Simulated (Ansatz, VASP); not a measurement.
## Two plane-wave programs on MnO

File INCAR:

```
SYSTEM = MnO
PREC     = Accurate       ! precision mode
ENCUT    = 520            ! plane-wave cutoff, eV
EDIFF    = 1E-8           ! SCF threshold, eV
ISMEAR   = -1             ! smearing method
SIGMA    = 0.05           ! smearing width, eV
LREAL    = .FALSE.        ! projectors in reciprocal space
LASPH    = .TRUE.         ! aspherical terms in the spheres
NELM     = 150            ! most SCF steps
ALGO     = Normal         ! electronic algorithm
ISIF     = 2              ! what is computed and relaxed
LWAVE    = .FALSE.        ! write WAVECAR
LCHARG   = .FALSE.        ! write CHGCAR
ISPIN    = 2              ! spin polarisation
MAGMOM   = 4 0            ! initial moments
LORBIT   = 11             ! projections on sites
LMAXMIX  = 4              ! l up to which the mixer works
GGA      = PE             ! functional
LEFG     = .TRUE.       
NBANDS   = 20             ! bands
```

Contents of KPOINTS:

```
Automatic mesh
0
G
  14 14 14
  0 0 0
```

POSCAR

```
MnO
1.0
    0.0000000000      2.1995540209      2.1995540209
    2.1995540209      0.0000000000      2.1995540209
    2.1995540209      2.1995540209      0.0000000000
Mn O
1 1
Direct
    0.0000000000      0.0000000000      0.0000000000
    0.5000000000      0.5000000000      0.5000000000
```

Input for Ansatz:

```yaml
crystal:
  lattice:
    - [0.0, 2.1995540209, 2.1995540209]
    - [2.1995540209, 0.0, 2.1995540209]
    - [2.1995540209, 2.1995540209, 0.0]
  atoms:
    - { symbol: Mn, position: [0.0, 0.0, 0.0], spin: 4.0 }
    - { symbol: O, position: [0.5, 0.5, 0.5] }
magnetization:
  spin_polarized: true
kpoints:
  mp_grid: { grid: [14, 14, 14] }
scf:
  occupations: { method: fermi_dirac, width: 0.05 }
hamiltonian:
  xc: pbe
  pseudopotentials: { kind: paw }
output:
  forces: true
  stress: true
  eigenvalues: true
  efg: { contact_densities: true }
```

Change from the starting cell: volume scaled by 0.97, PAW files.

Alike in both runs: task electric field gradients; functional PBE; k mesh 14 × 14 × 14; occupations fermi-dirac, width 0.05 eV; collinear spin.

|  | VASP | Ansatz |
| --- | --- | --- |
| version | VASP 6.6.1 | Ansatz 0.2.0 |
| potentials or method | VASP PAW PBE potentials, release 64 (Mn_pv, O) | PAW with Ansatz's default frozen-core files, scalar-relativistic |
| plane-wave cutoff (eV) | 520 | 420 |
| valence electrons in the cell | 19 | 21 |

VASP gave:

- pressure (GPa): 3.6
- net moment per atom (μB): 2.34
- size of the moment on the site where the two differ most (μB): 4.26

**Question.** Which values does Ansatz return?

**Answer.** Pressure (GPa): 3.3; net moment per atom (μB): 2.34; size of the moment on the site where the two differ most (μB): 3.96.

Site moments also hang on the region over which each program counts them. VASP's potentials hold 19 valence electrons a cell and Ansatz's 21, so a difference there can come from the potentials and not from the codes.
